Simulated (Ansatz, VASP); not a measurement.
**C in VASP and in Ansatz**

The input INCAR:

```
SYSTEM = C
PREC     = Accurate       ! precision mode
ENCUT    = 520            ! plane-wave cutoff, eV
EDIFF    = 1E-6           ! SCF threshold, eV
ISMEAR   = 0              ! smearing method
SIGMA    = 0.15           ! smearing width, eV
LREAL    = .FALSE.        ! projectors in reciprocal space
LASPH    = .TRUE.         ! aspherical terms in the spheres
NELM     = 100            ! most SCF steps
ALGO     = Normal         ! electronic algorithm
ISIF     = 2              ! what is computed and relaxed
LWAVE    = .FALSE.        ! write WAVECAR
LCHARG   = .FALSE.        ! write CHGCAR
GGA      = PS             ! functional
IVDW     = 12             ! dispersion correction
NBANDS   = 11             ! bands
```

KPOINTS

```
Automatic mesh
0
G
  21 21 12
  0 0 0
```

File POSCAR:

```
C
1.0
    2.4576582469      0.0000000000      0.0000000000
   -1.2288291235      2.1283944757      0.0000000000
    0.0000000000      0.0000000000      3.5294822413
C
2
Direct
    0.3089198495      0.6666666667      0.0000000000
    0.6910801505      0.3333333333      0.0000000000
```

Input for Ansatz:

```yaml
crystal:
  lattice:
    - [2.4576582469, 0.0, 0.0]
    - [-1.2288291235, 2.1283944757, 0.0]
    - [0.0, 0.0, 3.5294822413]
  atoms:
    - { symbol: C, position: [0.3089198495, 0.6666666667, 0.0] }
    - { symbol: C, position: [0.6910801505, 0.3333333333, 0.0] }
basis:
  ecutwfc: 520.0
kpoints:
  mp_grid: { grid: [21, 21, 12] }
hamiltonian:
  xc: pbesol
  pseudopotentials: { kind: paw, azcp: { folder: soft_1 } }
  dispersion: d3bj
scf:
  occupations: { method: gaussian, width: 0.15 }
output:
  forces: true
  stress: true
  eigenvalues: true
```

Change from the starting cell: mode 4 frozen in at +0.000 Å and mode 5 at -0.060 Å (largest displacements).

Alike in both runs: task single point; functional PBEsol; dispersion D3(BJ); k mesh 21 × 21 × 12; occupations gaussian, width 0.15 eV; no spin polarisation.

|  | VASP | Ansatz |
| --- | --- | --- |
| version | VASP 6.6.1 | Ansatz 0.2.0 |
| potentials or method | VASP PAW PBE potentials, release 64 (C), cutoff 520 eV | scalar-relativistic, plane waves, PAW |
| valence electrons in the cell | 8 | 8 |

VASP gave:

```
gap on the k mesh at the Fermi level (eV)                     : none
pressure (GPa)                                                : 7.0
traceless stress, the component that is largest in VASP (GPa) : 14.28
rms of the force components (eV/Å)                            : 3.863
```

Question: What did Ansatz give for the same quantities?

Answer: gap on the k mesh at the Fermi level (eV): none; pressure (GPa): 6.4; traceless stress, the component that is largest in VASP (GPa): 13.99; rms of the force components (eV/Å): 3.851.

VASP's potentials were made for PBE, not for PBEsol, and Ansatz warns of the same on its side. Atom by atom the forces differ by 0.012 eV/Å (rms over components). A gap of «none» marks a metal or a gap that the smearing closes.
